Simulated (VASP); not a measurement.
# Li3Au5 (Im-3m) in VASP: further runs

The runs below take Li3Au5 through single point, relaxation of cell and atoms, with PBE.

Everything below comes from runs of VASP 6.6.1. Logs are shortened: lines on timing, memory, paths and dates and some standing lists are left out, and cuts for length are marked.

## 1. The cell of the first run

The structure is cubic, space group Im-3m (No. 229). Conventional cell: a = 6.388 Å, b = 6.388 Å, c = 6.388 Å, α = 90.00°, β = 90.00°, γ = 90.00°. Li (site symmetry 4/mmm) has 10 Au at 2.77 to 3.19 Å and 4 Li at 3.19 Å within 3.6 Å. Within 3.6 Å of Au (site symmetry -3m) lie 6 Li at 2.77 Å and 8 Au at 2.77 to 3.19 Å. Au (site symmetry m-3m) has 8 Au at 2.77 Å and 6 Li at 3.19 Å within 3.6 Å.

The cell was generated, and may not be a known phase.

## 2. Single point, PBE

File INCAR:

```
PREC = Accurate
ENCUT = 520
EDIFF = 1E-6
ISMEAR = 0
SIGMA = 0.1
LREAL = False
LASPH = True
NELM = 60
ALGO = Normal
ISIF = 2
LWAVE = False
LCHARG = True
GGA = PE
LELF = True
LVHAR = True
NBANDS = 42
```

File KPOINTS:

```
Automatic mesh
0
Gamma
  4 4 4
```

File POSCAR:

```
Li3Au5
1.0
   -3.1938385171      3.1938385171      3.1938385171
    3.1938385171     -3.1938385171      3.1938385171
    3.1938385171      3.1938385171     -3.1938385171
Li Au
3 5
Direct
    0.0000000000      0.5000000000      0.5000000000
    0.5000000000      0.0000000000      0.5000000000
    0.5000000000      0.5000000000      0.0000000000
    0.5000000000      0.5000000000      0.5000000000
    0.0000000000      0.0000000000      0.5000000000
    0.0000000000      0.5000000000      0.0000000000
    0.5000000000      0.0000000000      0.0000000000
    0.0000000000      0.0000000000      0.0000000000
```

Potentials or basis: VASP PAW PBE potentials, release 64 (Li_sv, Au).

Command:

```bash
> cat potpaw_PBE.64/Li_sv/POTCAR potpaw_PBE.64/Au/POTCAR > POTCAR
> mpirun -np 1 vasp_std > vasp.out
```

OUTCAR:

```text
PREC = Accurate
   ENCUT = 520
   EDIFF = 1E-6
   ISMEAR = 0
   LREAL = False
   LASPH = True
   NELM = 60
   ISIF = 2
   GGA = PE

 ion  position               nearest neighbor table
   1  0.000  0.500  0.500-   4 2.77   5 2.77   6 2.77   7 2.77   6 2.77   5 2.77   4 2.77   7 2.77

   2  0.500  0.000  0.500-   4 2.77   5 2.77   6 2.77   7 2.77   7 2.77   4 2.77   5 2.77   6 2.77

   3  0.500  0.500  0.000-   4 2.77   5 2.77   6 2.77   7 2.77   4 2.77   7 2.77   6 2.77   5 2.77

   4  0.500  0.500  0.500-   1 2.77   2 2.77   3 2.77   8 2.77   3 2.77   2 2.77   1 2.77   8 2.77
                             7 3.19   7 3.19   5 3.19   6 3.19   5 3.19   6 3.19
   5  0.000  0.000  0.500-   1 2.77   2 2.77   3 2.77   8 2.77   8 2.77   1 2.77   2 2.77   3 2.77
                             7 3.19   6 3.19   4 3.19   7 3.19   4 3.19   6 3.19
   6  0.000  0.500  0.000-   1 2.77   2 2.77   3 2.77   8 2.77   1 2.77   8 2.77   3 2.77   2 2.77
                             7 3.19   5 3.19   4 3.19   4 3.19   7 3.19   5 3.19
   7  0.500  0.000  0.000-   1 2.77   2 2.77   3 2.77   8 2.77   2 2.77   3 2.77   8 2.77   1 2.77
                             6 3.19   4 3.19   4 3.19   5 3.19   6 3.19   5 3.19
   8  0.000  0.000  0.000-   4 2.77   5 2.77   6 2.77   7 2.77   5 2.77   6 2.77   7 2.77   4 2.77

  LATTYP: Found a body centered cubic cell.
 ALAT       =     6.3876770342

  Lattice vectors:

 A1 = (  -3.1938385171,   3.1938385171,   3.1938385171)
 A2 = (   3.1938385171,  -3.1938385171,   3.1938385171)
 A3 = (   3.1938385171,   3.1938385171,  -3.1938385171)

Analysis of symmetry for initial positions (statically):
=====================================================================
 Subroutine PRICEL returns:
 Original cell was already a primitive cell.

 Routine SETGRP: Setting up the symmetry group for a
 body centered cubic supercell.

 Subroutine GETGRP returns: Found 48 space group operations
 (whereof 48 operations were pure point group operations)
 out of a pool of 48 trial point group operations.

The static configuration has the point symmetry O_h .

Analysis of symmetry for dynamics (positions and initial velocities):
=====================================================================
 Subroutine PRICEL returns:
 Original cell was already a primitive cell.

 Routine SETGRP: Setting up the symmetry group for a
 body centered cubic supercell.

 Subroutine GETGRP returns: Found 48 space group operations
 (whereof 48 operations were pure point group operations)
 out of a pool of 48 trial point group operations.

The dynamic configuration has the point symmetry O_h .

 Subroutine INISYM returns: Found 48 space group operations
 (whereof 48 operations are pure point group operations),
 and found     1 'primitive' translations

----------------------------------------------------------------------------------------

                                     Primitive cell

  volume of cell :     130.3163

  direct lattice vectors                    reciprocal lattice vectors
    -3.193838517  3.193838517  3.193838517     0.000000000  0.156551434  0.156551434
     3.193838517 -3.193838517  3.193838517     0.156551434  0.000000000  0.156551434
     3.193838517  3.193838517 -3.193838517     0.156551434  0.156551434  0.000000000

  length of vectors
     5.531890583  5.531890583  5.531890583     0.221397161  0.221397161  0.221397161

  position of ions in fractional coordinates (direct lattice)
     0.000000000  0.500000000  0.500000000
     0.500000000  0.000000000  0.500000000
     0.500000000  0.500000000  0.000000000
     0.500000000  0.500000000  0.500000000
     0.000000000  0.000000000  0.500000000
     0.000000000  0.500000000  0.000000000
     0.500000000  0.000000000  0.000000000
     0.000000000  0.000000000  0.000000000

  ion indices of the primitive-cell ions
   primitive index   ion index
                 1           1
                 2           2
                 3           3
                 4           4
                 5           5
                 6           6
                 7           7
                 8           8

----------------------------------------------------------------------------------------

 KPOINTS: Automatic mesh

Automatic generation of k-mesh.
 Grid dimensions read from file:
 generate k-points for:    4    4    4

 Generating k-lattice:

  Cartesian coordinates                     Fractional coordinates (reciprocal lattice)
     0.000000000  0.039137859  0.039137859     0.250000000  0.000000000  0.000000000
     0.039137859  0.000000000  0.039137859     0.000000000  0.250000000  0.000000000
     0.039137859  0.039137859  0.000000000     0.000000000  0.000000000  0.250000000

  Length of vectors
     0.055349290  0.055349290  0.055349290

  Shift w.r.t. Gamma in fractional coordinates (k-lattice)
     0.000000000  0.000000000  0.000000000

 Subroutine IBZKPT returns following result:
 ===========================================

 Found      8 irreducible k-points:

 Following reciprocal coordinates:
            Coordinates               Weight
  0.000000  0.000000  0.000000      1.000000
  0.250000  0.000000  0.000000     12.000000
  0.500000  0.000000  0.000000      6.000000
  0.250000  0.250000  0.000000     24.000000
  0.250000  0.250000  0.250000      2.000000
 -0.250000  0.250000  0.250000      6.000000
  0.500000  0.500000  0.250000     12.000000
  0.500000  0.500000  0.500000      1.000000
   k-points           NKPTS =      8   k-points in BZ     NKDIM =      8   number of bands    NBANDS=     42
   number of dos      NEDOS =    301   number of ions     NIONS =      8
   total plane-waves  NPLWV =  74088
   dimension x,y,z NGX =    42 NGY =   42 NGZ =   42
   dimension x,y,z NGXF=    84 NGYF=   84 NGZF=   84
   ions per type =               3   5
   NGX,Y,Z   is equivalent  to a cutoff of  12.62, 12.62, 12.62 a.u.
   NGXF,Y,Z  is equivalent  to a cutoff of  25.24, 25.24, 25.24 a.u.
 SYSTEM =  unknown system
   PREC   = accura    normal or accurate (medium, high low for compatibility)
   ISTART =      0    job   : 0-new  1-cont  2-samecut
   ICHARG =      2    charge: 1-file 2-atom 10-const
   ISPIN  =      1    spin polarized calculation?
   LNONCOLLINEAR =      F non collinear calculations
   LSORBIT =      F    spin-orbit coupling
   LASPH  =      T    aspherical Exc in radial PAW
   ENCUT  =  520.0 eV  38.22 Ry    6.18 a.u.  10.29 10.29 10.29*2*pi/ulx,y,z
   NELM   =     60;   NELMIN=  2; NELMDL= -5     # of ELM steps
   EDIFF  = 0.1E-05   stopping-criterion for ELM
   LREAL  =      F    real-space projection
   EDIFFG = 0.1E-04   stopping-criterion for IOM
   NSW    =      0    number of steps for IOM
   IBRION =     -1    ionic relax: 0-MD 1-quasi-New 2-CG
   NFREE  =      0    steps in history (QN), initial steepest desc. (CG)
   ISIF   =      2    stress and relaxation
   ISYM   =      2    0-nonsym 1-usesym 2-fastsym
   POTIM  = 0.5000    time-step for ionic-motion
   TEBEG  =    0.0;   TEEND  =   0.0 temperature during run
   PSTRESS=    0.0 pullay stress
   NELECT =      64.0000    total number of electrons
   NUPDOWN=      -1.0000    fix difference up-down
   EMIN   =  10.00;   EMAX   =-10.00  energy-range for DOS
   EFERMI =   0.00;   METHOD = LEGACY
   ISMEAR =     0;   SIGMA  =   0.10  broadening in eV -4-tet -1-fermi 0-gaus
   EFERMI_NEDOS =   21; number of points for ismear=-14 and -15
   IALGO  =     38    algorithm
   IMIX   =      4    mixing-type and parameters
     AMIX     =   0.40;   BMIX     =  1.00
     AMIX_MAG =   1.60;   BMIX_MAG =  1.00
  volume/ion in A,a.u.               =      16.29       109.93
  Fermi-wavevector in a.u.,A,eV,Ry     =   1.291621  2.440810 22.698404  1.668286
  Thomas-Fermi vector in A             =   2.423380
   LORBIT       =      0    0 simple, 1 ext, 2 COOP (PROOUT), +10 PAW based schemes
   GGA     = PE    functional components
   LHFCALC =     F    Hartree Fock is set to
   AEXX    =    0.0000 exact exchange contribution
   IVDW    =     0    specifies the selected vdW correction
   LEPSILON=     F    determine dielectric tensor
   LRPA    =     F    only Hartree local field effects (RPA)
 non-spin polarized calculation
 Gauss-broadening in eV      SIGMA  =   0.10
  energy-cutoff  :      520.00
  volume of cell :      130.32
 maximum number of plane-waves:      3564
 NGX is ok and might be reduce to    42
   NGX = 21   NGY = 21   NGZ = 21

 number of electron      64.0000024 magnetization

 Free energy of the ion-electron system (eV)
  ---------------------------------------------------
  ext. energy  EPLUGINS =         0.00000000
  ---------------------------------------------------
  free energy    TOTEN  =       -25.38048145 eV

  energy without entropy =      -25.36075645  energy(sigma->0) =      -25.37061895

 E-fermi :   6.6868     XC(G=0): -11.0361

 val. band max:        6.5072993596   @ k =   0.0000   0.0000   0.0000
 cond. band min:       6.7205848650   @ k =   0.2500   0.0000   0.0000
 fundamental gap:      0.2132855054
 Fermi energy:         6.6867514692

 k-point     1 :       0.0000    0.0000    0.0000
  band No.  band energies     occupation
      1     -39.3289      2.00000
      2     -39.3226      2.00000
      3     -39.3226      2.00000
      4      -1.7849      2.00000
      5       0.1394      2.00000
      6       0.1394      2.00000
[... 34 lines left out ...]
     41      13.1400      0.00000
     42      13.1400      0.00000

 k-point     2 :       0.2500    0.0000    0.0000
  band No.  band energies     occupation
      1     -39.3279      2.00000
      2     -39.3233      2.00000
      3     -39.3226      2.00000
      4      -1.3329      2.00000
      5       0.2718      2.00000
      6       0.2770      2.00000
[... 259 lines left out ...]
     41      14.4636      0.00000
     42      15.4740      0.00000

 k-point     8 :       0.5000    0.5000    0.5000
  band No.  band energies     occupation
      1     -39.3263      2.00000
      2     -39.3263      2.00000
      3     -39.3206      2.00000
      4       0.4843      2.00000
      5       0.4843      2.00000
      6       0.4843      2.00000
[... 34 lines left out ...]
     41      13.8951      0.00000
     42      14.5270      0.00000

------------------------ aborting loop because EDIFF is reached ----------------------------------------

  FORCE on cell =-STRESS in cart. coord.  units (eV):
  Direction    XX          YY          ZZ          XY          YZ          ZX
  --------------------------------------------------------------------------------------
  -------------------------------------------------------------------------------------
  Total       -0.0381260     -0.0381260     -0.0381260      0.0000000      0.0000000      0.0000000
  in kB       -0.4687408     -0.4687408     -0.4687408      0.0000000      0.0000000      0.0000000
  external PRESSURE =      -0.4687408 kB  Pullay stress =       0.0000000 kB

 VOLUME and BASIS-vectors are now :
 -----------------------------------------------------------------------------
  energy-cutoff  :      520.00
  volume of cell :      130.32
      direct lattice vectors                 reciprocal lattice vectors
    -3.193838517  3.193838517  3.193838517     0.000000000  0.156551434  0.156551434
     3.193838517 -3.193838517  3.193838517     0.156551434  0.000000000  0.156551434
     3.193838517  3.193838517 -3.193838517     0.156551434  0.156551434  0.000000000

 POSITION                                       TOTAL-FORCE (eV/Angst)
 -----------------------------------------------------------------------------------
      3.19384      0.00000      0.00000        -0.000000      0.000000      0.000000
      0.00000      3.19384      0.00000        -0.000000      0.000000      0.000000
      0.00000      0.00000      3.19384        -0.000000      0.000000     -0.000000
      1.59692      1.59692      1.59692        -0.000000      0.000000     -0.000000
      1.59692      1.59692     -1.59692         0.000000     -0.000000      0.000000
      1.59692     -1.59692      1.59692         0.000000     -0.000000      0.000000
     -1.59692      1.59692      1.59692         0.000000     -0.000000      0.000000
      0.00000      0.00000      0.00000        -0.000000     -0.000000     -0.000000
 -----------------------------------------------------------------------------------
    total drift:                               -0.000000     -0.000000      0.000000

  FREE ENERGIE OF THE ION-ELECTRON SYSTEM (eV)
  ---------------------------------------------------
  free  energy   TOTEN  =       -25.3804814459 eV

  energy  without entropy=      -25.3607564462  energy(sigma->0) =      -25.37061895
```

Run time: 33 s. Hardware: 1 thread of Intel Xeon 6975P-C (Granite Rapids), shared host; peak memory 0.26 GiB.

What came out:

```
Free energy            : -25.3805 eV
Band gap on the k mesh : zero (bands 32 and 33 overlap by 1.03 eV)
```

Levels at points of the mesh, in eV from the Fermi level:
| k point | band 29 | band 30 | band 31 | band 32 | band 33 | band 34 | band 35 | band 36 |
| --- | --- | --- | --- | --- | --- | --- | --- | --- |
| (0.00, 0.00, 0.00) | -2.05 | -0.37 | -0.37 | -0.37 | -0.18 | -0.18 | -0.18 | 1.82 |
| (0.50, 0.00, 0.00) | -3.07 | -2.31 | -1.20 | 0.09 | 0.36 | 0.76 | 2.97 | 3.30 |
| (0.50, 0.50, 0.50) | -2.59 | -1.71 | -1.71 | -1.71 | -0.94 | -0.94 | 3.90 | 4.73 |

Caveat: the cutoff is under 1.25 times the usual one of these potentials, so pressure, stress and relaxed cells hold a basis-set (Pulay) error; spin-orbit coupling is left out, which moves the levels of the heavy elements.

## 3. Single point, PBE

This run uses another cell than the first one, of 17.27 Å³/atom.

File INCAR:

```
SYSTEM = Li3Au5
  PREC = Accurate
  ENCUT = 520
  EDIFF = 1E-6
  ISMEAR = 0
  SIGMA = 0.1
  LREAL = .False.
  LASPH = .True.
  NELM = 60
  ALGO = Normal
  ISIF = 2
  LWAVE = .False.
  LCHARG = .False.
  GGA = PE
  NBANDS = 42
```

File KPOINTS:

```
Automatic mesh
0
Gamma
  4 4 4
  0 0 0
```

Edit POSCAR of step 2 so:

```diff
@@ -2,5 +2,5 @@
 1.0
-   -3.1938385171      3.1938385171      3.1938385171
-    3.1938385171     -3.1938385171      3.1938385171
-    3.1938385171      3.1938385171     -3.1938385171
+   -3.2567997700      3.2567997700      3.2567997700
+    3.2567997700     -3.2567997700      3.2567997700
+    3.2567997700      3.2567997700     -3.2567997700
 Li Au
```

Potentials or basis: VASP PAW PBE potentials, release 64 (Li_sv, Au).

Command:

```bash
> cat potpaw_PBE.64/Li_sv/POTCAR potpaw_PBE.64/Au/POTCAR > POTCAR
> mpirun -np 1 vasp_std > vasp.out
```

OUTCAR:

```text
SYSTEM = Li3Au5
   PREC = Accurate
   ENCUT = 520
   EDIFF = 1E-6
   ISMEAR = 0
   LREAL = .False.
   LASPH = .True.
   NELM = 60
   ISIF = 2
   GGA = PE

 ion  position               nearest neighbor table
   1  0.000  0.500  0.500-   4 2.82   5 2.82   6 2.82   7 2.82   6 2.82   5 2.82   4 2.82   7 2.82

   2  0.500  0.000  0.500-   4 2.82   5 2.82   6 2.82   7 2.82   7 2.82   4 2.82   5 2.82   6 2.82

   3  0.500  0.500  0.000-   4 2.82   5 2.82   6 2.82   7 2.82   4 2.82   7 2.82   6 2.82   5 2.82

   4  0.500  0.500  0.500-   1 2.82   2 2.82   3 2.82   8 2.82   3 2.82   2 2.82   1 2.82   8 2.82
                             7 3.26   7 3.26   5 3.26   6 3.26   5 3.26   6 3.26
   5  0.000  0.000  0.500-   1 2.82   2 2.82   3 2.82   8 2.82   8 2.82   1 2.82   2 2.82   3 2.82
                             7 3.26   6 3.26   4 3.26   7 3.26   4 3.26   6 3.26
   6  0.000  0.500  0.000-   1 2.82   2 2.82   3 2.82   8 2.82   1 2.82   8 2.82   3 2.82   2 2.82
                             7 3.26   5 3.26   4 3.26   4 3.26   7 3.26   5 3.26
   7  0.500  0.000  0.000-   1 2.82   2 2.82   3 2.82   8 2.82   2 2.82   3 2.82   8 2.82   1 2.82
                             6 3.26   4 3.26   4 3.26   5 3.26   6 3.26   5 3.26
[... 191 lines left out ...]
      2     -40.0716      2.00000
      3     -40.0716      2.00000
      4      -1.9906      2.00000
      5      -0.0872      2.00000
      6      -0.0872      2.00000
[... 349 lines left out ...]
     41      12.9625      0.00000
     42      13.5426      0.00000

------------------------ aborting loop because EDIFF is reached ----------------------------------------

  FORCE on cell =-STRESS in cart. coord.  units (eV):
  Direction    XX          YY          ZZ          XY          YZ          ZX
  --------------------------------------------------------------------------------------
  -------------------------------------------------------------------------------------
  Total       -3.2832573     -3.2832573     -3.2832573      0.0000000      0.0000000     -0.0000000
  in kB      -38.0699519    -38.0699519    -38.0699519      0.0000000      0.0000000     -0.0000000
  external PRESSURE =     -38.0699519 kB  Pullay stress =       0.0000000 kB

 VOLUME and BASIS-vectors are now :
 -----------------------------------------------------------------------------
  energy-cutoff  :      520.00
  volume of cell :      138.18
      direct lattice vectors                 reciprocal lattice vectors
    -3.256799770  3.256799770  3.256799770     0.000000000  0.153524943  0.153524943
     3.256799770 -3.256799770  3.256799770     0.153524943  0.000000000  0.153524943
     3.256799770  3.256799770 -3.256799770     0.153524943  0.153524943  0.000000000

 POSITION                                       TOTAL-FORCE (eV/Angst)
 -----------------------------------------------------------------------------------
      3.25680      0.00000      0.00000        -0.000000     -0.000000      0.000000
      0.00000      3.25680      0.00000        -0.000000      0.000000     -0.000000
      0.00000      0.00000      3.25680         0.000000      0.000000     -0.000000
      1.62840      1.62840      1.62840         0.000000     -0.000000      0.000000
      1.62840      1.62840     -1.62840         0.000000     -0.000000     -0.000000
      1.62840     -1.62840      1.62840        -0.000000      0.000000     -0.000000
     -1.62840      1.62840      1.62840         0.000000      0.000000      0.000000
      0.00000      0.00000      0.00000        -0.000000      0.000000     -0.000000
 -----------------------------------------------------------------------------------
    total drift:                               -0.000000     -0.000000      0.000000

  FREE ENERGIE OF THE ION-ELECTRON SYSTEM (eV)
  ---------------------------------------------------
  free  energy   TOTEN  =       -25.2867355754 eV

  energy  without entropy=      -25.2679082667  energy(sigma->0) =      -25.27732192
```

OSZICAR:

```text
N       E                     dE             d eps       ncg     rms          rms(c)
DAV:   1     0.427901805535E+03    0.42790E+03   -0.30234E+04   672   0.153E+03
DAV:   2    -0.147311914138E+01   -0.42937E+03   -0.40228E+03   734   0.351E+02
DAV:   3    -0.262121314699E+02   -0.24739E+02   -0.24257E+02   916   0.666E+01
DAV:   4    -0.282076470553E+02   -0.19955E+01   -0.19860E+01  1040   0.158E+01
DAV:   5    -0.282451163287E+02   -0.37469E-01   -0.37463E-01   844   0.212E+00    0.129E+01
DAV:   6    -0.253873623627E+02    0.28578E+01   -0.10184E+01   750   0.195E+01    0.991E+00
DAV:   7    -0.253141738119E+02    0.73189E-01   -0.66259E-01   798   0.608E+00    0.505E+00
DAV:   8    -0.252913412096E+02    0.22833E-01   -0.41310E-02   792   0.142E+00    0.201E+00
DAV:   9    -0.252867213132E+02    0.46199E-02   -0.45379E-03   922   0.486E-01    0.810E-02
DAV:  10    -0.252867288577E+02   -0.75445E-05   -0.41500E-04   818   0.112E-01    0.381E-02
DAV:  11    -0.252867385115E+02   -0.96538E-05   -0.47983E-05   786   0.402E-02    0.185E-02
DAV:  12    -0.252867357650E+02    0.27465E-05   -0.64304E-06   812   0.220E-02    0.289E-03
DAV:  13    -0.252867355754E+02    0.18961E-06   -0.63653E-07   376   0.466E-03
   1 F= -.25286736E+02 E0= -.25277322E+02  d E =-.188273E-01
```

Wall time 31 s (1 thread of Intel Xeon 6975P-C (Granite Rapids), shared host); peak memory 0.25 GiB.

Results:

```yaml
Free_energy: -25.2867 eV
Band_gap_on_the_k_mesh: zero (bands 32 and 33 overlap by 0.85 eV)
```

Caveat: the cutoff is under 1.25 times the usual one of these potentials, so pressure, stress and relaxed cells hold a basis-set (Pulay) error; spin-orbit coupling is left out, which moves the levels of the heavy elements.

(Part 1 of 2 ends here.)

The gap in the log of VASP goes by the Fermi energy; the results here count the filled bands.